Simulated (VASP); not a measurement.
# KSrCl3: single point with PBE

Crystal: KSrCl3.

```
K Sr Cl
1.0
     5.55886    0.00000    0.00000
     0.00000    5.55886    0.00000
     0.00000    0.00000    5.55886
K Sr Cl
1 1 3
Direct
  0.00000 0.00000 0.00000
  0.50000 0.50000 0.50000
  0.50000 0.50000 0.00000
  0.50000 0.00000 0.50000
  0.00000 0.50000 0.50000
```

This cell differs from its parent crystal: volume changed by -6%.

- Program: VASP 6.6.1
- Task: single point
- Functional: PBE
- Potentials or basis: VASP PAW PBE potentials, release 64 (K_sv, Sr_sv, Cl)
- Cutoff: 520 eV
- k mesh: 4 × 4 × 4
- Occupations: gaussian, width 0.01 eV
- Spin: no spin polarisation
- Dipole correction: no
- Further INCAR settings: ALGO = Normal; EDIFF = 1e-06; NBANDS = 28

| Item | Value |
| --- | --- |
| Pressure | 1.6 GPa |
| Band gap on the k mesh | 4.57 eV, indirect (least direct gap 4.76 eV) |

Levels at points of the mesh, in eV from the valence-band top:
| k point | band 17 | band 18 | band 19 | band 20 | band 21 | band 22 | band 23 | band 24 |
| --- | --- | --- | --- | --- | --- | --- | --- | --- |
| (0.00, 0.00, 0.00) | -0.44 | -0.20 | -0.20 | -0.20 | 4.57 | 6.11 | 6.11 | 6.11 |
| (0.50, 0.00, 0.00) | -0.72 | -0.55 | -0.27 | -0.27 | 6.19 | 6.35 | 6.51 | 7.36 |
| (0.50, 0.50, 0.00) | -0.68 | -0.68 | -0.61 | -0.01 | 6.92 | 7.46 | 7.46 | 7.74 |
| (0.50, 0.50, 0.50) | -1.37 | 0.00 | 0.00 | 0.00 | 6.13 | 7.39 | 7.39 | 7.39 |

Run time: 57 s on 1 thread of Intel(R) Xeon(R) Platinum 8375C CPU @ 2.90GHz (Ice Lake), on a shared host, peak memory 0.27 GiB.

 A k mesh can miss the band edges.
